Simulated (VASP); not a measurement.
Set up this calculation in VASP 6.6.1, as the native input.

| Property | Result |
| --- | --- |
| Task | single point |
| Functional | LDA |
| Potentials or basis | VASP PAW LDA potentials, release 64 (Pt, Fe) |
| Cutoff | 520 eV |
| k mesh | 10 × 10 × 7 |
| Occupations | fermi-dirac, width 0.05 eV |
| Spin | collinear spin, ferromagnetic start |
| Starting moments | [0.0, 3.0] μB |
| Dipole correction | no |
| Further INCAR settings | ALGO = Normal; EDIFF = 1e-07; NBANDS = 20 |

The structure of FePt (Tetraferroplatinum) lies in POSCAR:

```
FePt
1.0
    2.6679027671      0.0000000000      0.0000000000
    0.0000000000      2.6679027671      0.0000000000
    0.0000000000      0.0000000000      3.6440603244
Pt Fe
1 1
Direct
    0.5000000000      0.5000000000      0.5000000000
    0.0000000000      0.0000000000      0.0000000000
```

This cell differs from its parent crystal: volume scaled by 0.94.

The input as run:

INCAR

```
ALGO = Normal
EDIFF = 1E-7
ENCUT = 520
GGA = CA
ISIF = 2
ISMEAR = -1
ISPIN = 2
LASPH = True
LCHARG = False
LMAXMIX = 4
LORBIT = 11
LREAL = False
LWAVE = False
MAGMOM = 0 3
NBANDS = 20
NELM = 150
PREC = Accurate
SIGMA = 0.05
```

KPOINTS

```
k-points
0
Gamma
  10 10 7
```

Potentials or basis: VASP PAW LDA potentials, release 64 (Pt, Fe).

Launch:

```sh
$ cat potpaw_LDA.64/Pt/POTCAR potpaw_LDA.64/Fe/POTCAR > POTCAR
$ mpirun -np 1 vasp_std > vasp.out
```

It gave:

```json
{"Pressure": "1.4 GPa", "Net moment": "3.11 μB per cell", "Site moments": "Pt +0.35; Fe +2.70 μB", "Valence electrons inside the program's atomic spheres": "Pt 9.57; Fe 7.15"}
```

It took 85 s on 1 thread of Oxide Virtual Turin-like Processor, with other jobs on the host, peak memory 0.15 GiB.
